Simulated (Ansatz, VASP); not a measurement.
# Two plane-wave programs on BaTiO3

```
Ba Ti O
1.0
     4.01925    0.00000    0.00000
     0.00000    4.01925    0.00000
     0.00000    0.00000    4.01925
Ba Ti O
1 1 3
Direct
  0.50000 0.50000 0.50000
  0.00000 0.00000 0.00000
  0.50000 0.00000 0.00000
  0.00000 0.50000 0.00000
  0.00000 0.00000 0.50000
```

Alike in both runs: functional PBE; k mesh 8 × 8 × 8; occupations gaussian, width 0.02 eV; no spin polarisation.

Ansatz relaxed the structure, and its values are those at the end. VASP's run is a single point on that final structure, the one shown.

```csv
,VASP,Ansatz
version,VASP 6.6.1,Ansatz 0.2.0
potentials or method,"VASP PAW PBE potentials, release 64 (Ba_sv, Ti_sv, O_h), cutoff 910 eV","scalar-relativistic, plane waves, PAW"
valence electrons in the cell,40,40
```

|  | VASP | Ansatz | Ansatz less VASP |
| --- | --- | --- | --- |
| gap on the k mesh at the Fermi level (eV) | 1.72 | 1.78 | +0.060 |
| least direct gap on the mesh (eV) | 1.88 | 1.90 | +0.024 |

Spin-orbit coupling is off throughout. Noted on VASP's run: the cutoff is short for stress, so the pressure is rough.
